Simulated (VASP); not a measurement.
# ZnO (zincite) (P6_3mc) in VASP: a series of runs

Aim: see how the results for ZnO (zincite) move with the level of theory and the settings. Levels: PBE exchange alone, RPBE+D3(BJ). Tasks: single point.

All numbers are computed with VASP 6.6.1; they aren't measurements. Logs are shortened: lines on timing, memory, paths and dates and some standing lists are left out, and cuts for length are marked.

### 1 The cell of the first run

The structure is hexagonal, space group P6_3mc (No. 186). The conventional cell has a = 3.249 Å, b = 3.249 Å, c = 5.206 Å, α = 90.00°, β = 90.00°, γ = 120.00°. Zn (site symmetry 3m) has 4 O at 1.97 to 1.98 Å within 2.6 Å. O (site symmetry 3m) has 4 Zn at 1.97 to 1.98 Å within 2.6 Å.

### 2 Single point, PBE exchange alone

Contents of INCAR:

```
SYSTEM = ZnO
PREC = Accurate
ENCUT = 520
EDIFF = 1E-7
ISMEAR = -1
SIGMA = 0.05
LREAL = .FALSE.
LASPH = .TRUE.
NELM = 100
ALGO = Normal
ISIF = 2
LWAVE = .FALSE.
LCHARG = .TRUE.
GGA = PE
ALDAC = 0.0
AGGAC = 0.0
LELF = .TRUE.
LVHAR = .TRUE.
NBANDS = 26
```

Contents of KPOINTS:

```
Automatic mesh
0
G
  9 9 5
  0 0 0
```

Contents of POSCAR:

```
ZnO
1.0
    3.2493080000      0.0000000000      0.0000000000
   -1.6246540000      2.8139832727      0.0000000000
    0.0000000000      0.0000000000      5.2057090000
Zn O
2 2
Direct
    0.6666666667      0.3333333333      0.0000000000
    0.3333333333      0.6666666667      0.5000000000
    0.3333333333      0.6666666667      0.8790100000
    0.6666666667      0.3333333333      0.3790100000
```

Potentials or basis: VASP PAW PBE potentials, release 64 (Zn, O).

The run is started by

```bash
> cat potpaw_PBE.64/Zn/POTCAR potpaw_PBE.64/O/POTCAR > POTCAR
> mpirun -np 1 vasp_std > vasp.out
```

OUTCAR:

```text
SYSTEM = ZnO
   PREC = Accurate
   ENCUT = 520
   EDIFF = 1E-7
   ISMEAR = -1
   LREAL = .FALSE.
   LASPH = .TRUE.
   NELM = 100
   ISIF = 2
   GGA = PE

 ion  position               nearest neighbor table
   1  0.667  0.333  0.000-   4 1.97   3 1.98   3 1.98   3 1.98
   2  0.333  0.667  0.500-   3 1.97   4 1.98   4 1.98   4 1.98
   3  0.333  0.667  0.879-   2 1.97   1 1.98   1 1.98   1 1.98
   4  0.667  0.333  0.379-   1 1.97   2 1.98   2 1.98   2 1.98

  LATTYP: Found a hexagonal cell.
 ALAT       =     3.2493080000
 C/A-ratio  =     1.6020977390

  Lattice vectors:

 A1 = (   3.2493080000,   0.0000000000,   0.0000000000)
 A2 = (  -1.6246540000,   2.8139832727,   0.0000000000)
 A3 = (   0.0000000000,   0.0000000000,   5.2057090000)

Analysis of symmetry for initial positions (statically):
=====================================================================
 Subroutine PRICEL returns:
 Original cell was already a primitive cell.

 Routine SETGRP: Setting up the symmetry group for a
 hexagonal supercell.

 Subroutine GETGRP returns: Found 12 space group operations
 (whereof  6 operations were pure point group operations)
 out of a pool of 24 trial point group operations.

The static configuration has the point symmetry C_3v.
 The point group associated with its full space group is C_6v.

Analysis of symmetry for dynamics (positions and initial velocities):
=====================================================================
 Subroutine PRICEL returns:
 Original cell was already a primitive cell.

 Routine SETGRP: Setting up the symmetry group for a
 hexagonal supercell.

 Subroutine GETGRP returns: Found 12 space group operations
 (whereof  6 operations were pure point group operations)
 out of a pool of 24 trial point group operations.

The dynamic configuration has the point symmetry C_3v.
 The point group associated with its full space group is C_6v.

 Subroutine INISYM returns: Found 12 space group operations
 (whereof  6 operations are pure point group operations),
 and found     1 'primitive' translations

----------------------------------------------------------------------------------------

                                     Primitive cell

  volume of cell :      47.5984

  direct lattice vectors                    reciprocal lattice vectors
     3.249308000  0.000000000  0.000000000     0.307757836  0.177684070  0.000000000
    -1.624654000  2.813983273  0.000000000     0.000000000  0.355368139  0.000000000
     0.000000000  0.000000000  5.205709000     0.000000000  0.000000000  0.192096792

  length of vectors
     3.249308000  3.249308000  5.205709000     0.355368139  0.355368139  0.192096792

  position of ions in fractional coordinates (direct lattice)
     0.666666667  0.333333333  0.000000000
     0.333333333  0.666666667  0.500000000
     0.333333333  0.666666667  0.879010000
     0.666666667  0.333333333  0.379010000

  ion indices of the primitive-cell ions
   primitive index   ion index
                 1           1
                 2           2
                 3           3
                 4           4

----------------------------------------------------------------------------------------

 KPOINTS: Automatic mesh

Automatic generation of k-mesh.
 Grid dimensions read from file:
 generate k-points for:    9    9    5

 Generating k-lattice:

  Cartesian coordinates                     Fractional coordinates (reciprocal lattice)
     0.034195315  0.019742674  0.000000000     0.111111111  0.000000000  0.000000000
     0.000000000  0.039485349  0.000000000     0.000000000  0.111111111  0.000000000
     0.000000000  0.000000000  0.038419358     0.000000000  0.000000000  0.200000000

  Length of vectors
     0.039485349  0.039485349  0.038419358

  Shift w.r.t. Gamma in fractional coordinates (k-lattice)
     0.000000000  0.000000000  0.000000000

 Subroutine IBZKPT returns following result:
 ===========================================

 Found     36 irreducible k-points:

 Following reciprocal coordinates:
            Coordinates               Weight
  0.000000  0.000000  0.000000      1.000000
  0.111111  0.000000  0.000000      6.000000
  0.222222  0.000000  0.000000      6.000000
  0.333333  0.000000  0.000000      6.000000
  0.444444  0.000000  0.000000      6.000000
  0.111111  0.111111  0.000000      6.000000
[... 16 lines left out ...]
  0.333333  0.222222  0.200000     24.000000
  0.333333  0.333333  0.200000      4.000000
 [... further k-points ...]
   k-points           NKPTS =     36   k-points in BZ     NKDIM =     36   number of bands    NBANDS=     26
   number of dos      NEDOS =    301   number of ions     NIONS =      4
   total plane-waves  NPLWV =  23040
   dimension x,y,z NGX =    24 NGY =   24 NGZ =   40
   dimension x,y,z NGXF=    48 NGYF=   48 NGZF=   80
   ions per type =               2   2
   NGX,Y,Z   is equivalent  to a cutoff of  12.28, 12.28, 12.77 a.u.
   NGXF,Y,Z  is equivalent  to a cutoff of  24.56, 24.56, 25.55 a.u.
 SYSTEM =  ZnO
   PREC   = accura    normal or accurate (medium, high low for compatibility)
   ISTART =      0    job   : 0-new  1-cont  2-samecut
   ICHARG =      2    charge: 1-file 2-atom 10-const
   ISPIN  =      1    spin polarized calculation?
   LNONCOLLINEAR =      F non collinear calculations
   LSORBIT =      F    spin-orbit coupling
   LASPH  =      T    aspherical Exc in radial PAW
   ENCUT  =  520.0 eV  38.22 Ry    6.18 a.u.   6.04  6.04  9.68*2*pi/ulx,y,z
   NELM   =    100;   NELMIN=  2; NELMDL= -5     # of ELM steps
   EDIFF  = 0.1E-06   stopping-criterion for ELM
   LREAL  =      F    real-space projection
   EDIFFG = 0.1E-05   stopping-criterion for IOM
   NSW    =      0    number of steps for IOM
   IBRION =     -1    ionic relax: 0-MD 1-quasi-New 2-CG
   NFREE  =      0    steps in history (QN), initial steepest desc. (CG)
   ISIF   =      2    stress and relaxation
   ISYM   =      2    0-nonsym 1-usesym 2-fastsym
   POTIM  = 0.5000    time-step for ionic-motion
   TEBEG  =    0.0;   TEEND  =   0.0 temperature during run
   PSTRESS=    0.0 pullay stress
   NELECT =      36.0000    total number of electrons
   NUPDOWN=      -1.0000    fix difference up-down
   EMIN   =  10.00;   EMAX   =-10.00  energy-range for DOS
   EFERMI =   0.00;   METHOD = LEGACY
   ISMEAR =    -1;   SIGMA  =   0.05  broadening in eV -4-tet -1-fermi 0-gaus
   EFERMI_NEDOS =   21; number of points for ismear=-14 and -15
   IALGO  =     38    algorithm
   IMIX   =      4    mixing-type and parameters
     AMIX     =   0.40;   BMIX     =  1.00
     AMIX_MAG =   1.60;   BMIX_MAG =  1.00
  volume/ion in A,a.u.               =      11.90        80.30
  Fermi-wavevector in a.u.,A,eV,Ry     =   1.491574  2.818667 30.270160  2.224794
  Thomas-Fermi vector in A             =   2.604212
   LORBIT       =      0    0 simple, 1 ext, 2 COOP (PROOUT), +10 PAW based schemes
   GGA     = PE    functional components
   LHFCALC =     F    Hartree Fock is set to
   AEXX    =    0.0000 exact exchange contribution
   IVDW    =     0    specifies the selected vdW correction
   LEPSILON=     F    determine dielectric tensor
   LRPA    =     F    only Hartree local field effects (RPA)
 non-spin polarized calculation
  energy-cutoff  :      520.00
  volume of cell :       47.60
 maximum number of plane-waves:      1308
   NGX = 13   NGY = 13   NGZ = 19

 number of electron      36.0000017 magnetization

 Free energy of the ion-electron system (eV)
  ---------------------------------------------------
  ext. energy  EPLUGINS =         0.00000000
  ---------------------------------------------------
  free energy    TOTEN  =       -13.35177573 eV

  energy without entropy =      -13.35177445  energy(sigma->0) =      -13.35177509

 E-fermi :   3.2362     XC(G=0):  -9.2472

 val. band max:        2.7393741549   @ k =   0.0000   0.0000   0.0000
 cond. band min:       3.6528005547   @ k =   0.0000   0.0000   0.0000
 fundamental gap:      0.9134263998
 Fermi energy:         3.2362413833

 k-point     1 :       0.0000    0.0000    0.0000
  band No.  band energies     occupation
      1     -15.2982      2.00000
      2     -14.5702      2.00000
      3      -2.9335      2.00000
      4      -2.9335      2.00000
      5      -2.8922      2.00000
      6      -2.8415      2.00000
[... 18 lines left out ...]
     25      16.8602      0.00000
     26      16.8603      0.00000

 k-point     2 :       0.1111    0.0000    0.0000
  band No.  band energies     occupation
      1     -15.2313      2.00000
      2     -14.5411      2.00000
      3      -3.0088      2.00000
      4      -2.8947      2.00000
      5      -2.8510      2.00000
      6      -2.7672      2.00000
[... 18 lines left out ...]
     25      16.9873      0.00000
     26      16.9906      0.00000

 k-point     3 :       0.2222    0.0000    0.0000
  band No.  band energies     occupation
      1     -15.0527      2.00000
      2     -14.4715      2.00000
      3      -3.1526      2.00000
      4      -2.8320      2.00000
      5      -2.8043      2.00000
      6      -2.6947      2.00000
[... 18 lines left out ...]
     25      16.4057      0.00000
     26      16.9764      0.00000

 k-point     4 :       0.3333    0.0000    0.0000
  band No.  band energies     occupation
      1     -14.8256      2.00000
      2     -14.4076      2.00000
      3      -3.2307      2.00000
      4      -2.8780      2.00000
      5      -2.7223      2.00000
      6      -2.5220      2.00000
[... 18 lines left out ...]
     25      16.1389      0.00000
     26      16.8413      0.00000

 k-point     5 :       0.4444    0.0000    0.0000
  band No.  band energies     occupation
      1     -14.6468      2.00000
      2     -14.3909      2.00000
      3      -3.1821      2.00000
      4      -2.9390      2.00000
      5      -2.6842      2.00000
      6      -2.3379      2.00000
[... 18 lines left out ...]
     25      15.9879      0.00000
     26      16.9613      0.00000

 k-point     6 :       0.1111    0.1111    0.0000
  band No.  band energies     occupation
      1     -15.1084      2.00000
      2     -14.4918      2.00000
      3      -3.0840      2.00000
      4      -2.8913      2.00000
      5      -2.7922      2.00000
      6      -2.7412      2.00000
[... 427 lines left out ...]
 k-point    21 :       0.4444    0.1111    0.2000
  band No.  band energies     occupation
      1     -14.5706      2.00000
      2     -14.4099      2.00000
      3      -3.1647      2.00000
      4      -2.9946      2.00000
      5      -2.6738      2.00000
      6      -2.3811      2.00000
[... 18 lines left out ...]
     25      15.8821      0.00000
     26      16.7224      0.00000

 k-point    22 :       0.2222    0.2222    0.2000
  band No.  band energies     occupation
      1     -14.6821      2.00000
      2     -14.4183      2.00000
      3      -3.0857      2.00000
      4      -3.0019      2.00000
      5      -2.6370      2.00000
      6      -2.6062      2.00000
[... 18 lines left out ...]
     25      14.9528      0.00000
     26      18.1715      0.00000

 k-point    23 :       0.3333    0.2222    0.2000
  band No.  band energies     occupation
      1     -14.5397      2.00000
      2     -14.4096      2.00000
      3      -3.0190      2.00000
      4      -2.8463      2.00000
      5      -2.6782      2.00000
      6      -2.4634      2.00000
[... 18 lines left out ...]
     25      15.7604      0.00000
     26      17.1463      0.00000

 k-point    24 :       0.3333    0.3333    0.2000
  band No.  band energies     occupation
      1     -14.4489      2.00000
      2     -14.4489      2.00000
      3      -2.9326      2.00000
      4      -2.7237      2.00000
      5      -2.7237      2.00000
      6      -2.3483      2.00000
[... 18 lines left out ...]
     25      16.5211      0.00000
     26      17.3083      0.00000

 [... further k-points ...]
[... 5 lines left out ...]
  --------------------------------------------------------------------------------------
  -------------------------------------------------------------------------------------
  Total        6.1955816      6.1955816      6.8575452      0.0000000      0.0000000      0.0000000
  in kB      208.5452894    208.5452894    230.8271987      0.0000000      0.0000000      0.0000000
  external PRESSURE =     215.9725925 kB  Pullay stress =       0.0000000 kB

 VOLUME and BASIS-vectors are now :
 -----------------------------------------------------------------------------
  energy-cutoff  :      520.00
  volume of cell :       47.60
      direct lattice vectors                 reciprocal lattice vectors
     3.249308000  0.000000000  0.000000000     0.307757836  0.177684070  0.000000000
    -1.624654000  2.813983273  0.000000000     0.000000000  0.355368139  0.000000000
     0.000000000  0.000000000  5.205709000     0.000000000  0.000000000  0.192096792

 POSITION                                       TOTAL-FORCE (eV/Angst)
 -----------------------------------------------------------------------------------
      1.62465      0.93799      0.00000         0.000000      0.000000     -0.081930
     -0.00000      1.87599      2.60285        -0.000000      0.000000     -0.081930
     -0.00000      1.87599      4.57587         0.000000      0.000000      0.081930
      1.62465      0.93799      1.97302        -0.000000     -0.000000      0.081930
 -----------------------------------------------------------------------------------
    total drift:                               -0.000000     -0.000000      0.000550

  FREE ENERGIE OF THE ION-ELECTRON SYSTEM (eV)
  ---------------------------------------------------
  free  energy   TOTEN  =       -13.3517757305 eV

  energy  without entropy=      -13.3517744473  energy(sigma->0) =      -13.35177509
```

It took 15 s on 1 thread of Intel Xeon 6975P-C (Granite Rapids), shared host; peak memory 0.17 GiB.

What came out:

* Free energy: -13.3518 eV
* Pressure: 21.6 GPa
* Largest force: 0.082 eV/Å
* Band gap on the k mesh: 0.91 eV, direct

Forces on the atoms (eV/Å):
```
Zn   0.000  0.000 -0.082
Zn   0.000  0.000 -0.082
O    0.000  0.000  0.082
O    0.000  0.000  0.082
```

Levels at points of the mesh, in eV from the valence-band top:
```
           k point  band 14  band 15  band 16  band 17  band 18  band 19  band 20  band 21  band 22  band 23
(0.00, 0.00, 0.00)    -0.81    -0.81    -0.07     0.00     0.00     0.91     5.24     8.42    12.84    12.84
```

(Continued in part 2 of 2.)
